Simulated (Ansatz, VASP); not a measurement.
## C: VASP beside Ansatz

File INCAR:

```
SYSTEM = C
  PREC = Accurate
  ENCUT = 520
  EDIFF = 1E-7
  ISMEAR = 0
  SIGMA = 0.1
  LREAL = .FALSE.
  LASPH = .TRUE.
  NELM = 100
  ALGO = Normal
  ISIF = 2
  LWAVE = .FALSE.
  LCHARG = .FALSE.
  LDIPOL = .TRUE.
  IDIPOL = 3
  DIPOL = 0.5 0.5 0.500
  GGA = PE
  IVDW = 12
  NBANDS = 11
```

The input KPOINTS:

```
regular mesh
0
G
  21 21 1
  0 0 0
```

File POSCAR:

```
C
1.0
    2.6140000000      0.0000000000      0.0000000000
   -1.3070000000      2.2637904055      0.0000000000
    0.0000000000      0.0000000000     26.0024170307
C
2
Direct
    0.6666666667      0.3333333333      0.5164792373
    0.3333333333      0.6666666667      0.4835207627
```

Input for Ansatz:

```yaml
crystal:
  lattice:
    - [2.614, 0.0, 0.0]
    - [-1.307, 2.2637904055, 0.0]
    - [0.0, 0.0, 26.0024170307]
  atoms:
    - { symbol: C, position: [0.6666666667, 0.3333333333, 0.5164792373] }
    - { symbol: C, position: [0.3333333333, 0.6666666667, 0.4835207627] }
  periodic: [true, true, false]
basis:
  ecutwfc: 420
kpoints:
  mp_grid: { grid: [21, 21, 1] }
hamiltonian:
  xc: pbe
  pseudopotentials: { kind: paw, azcp: { folder: soft_1 } }
  dispersion: d3bj
scf:
  occupations: { method: gaussian, width: 0.1 }
output:
  forces: true
  stress: true
  eigenvalues: true
```

Alike in both runs: task single point; functional PBE; dispersion D3(BJ); k mesh 21 × 21 × 1; occupations gaussian, width 0.1 eV; no spin polarisation.

```csv
,VASP,Ansatz
version,VASP 6.6.1,Ansatz 0.2.0
potentials or method,"VASP PAW PBE potentials, release 64 (C), cutoff 520 eV","scalar-relativistic, plane waves, PAW"
valence electrons in the cell,8,8
```

Ansatz gave:

| Property | Result |
| --- | --- |
| gap on the k mesh at the Fermi level (eV) | none |
| rms of the force components (eV/Å) | 5.634 |

Task: Estimate VASP's values.

Result: gap on the k mesh at the Fermi level (eV): none; rms of the force components (eV/Å): 5.633.

Atom by atom the forces differ by 0.002 eV/Å (rms over components). A gap of «none» marks a metal or a gap that the smearing closes.
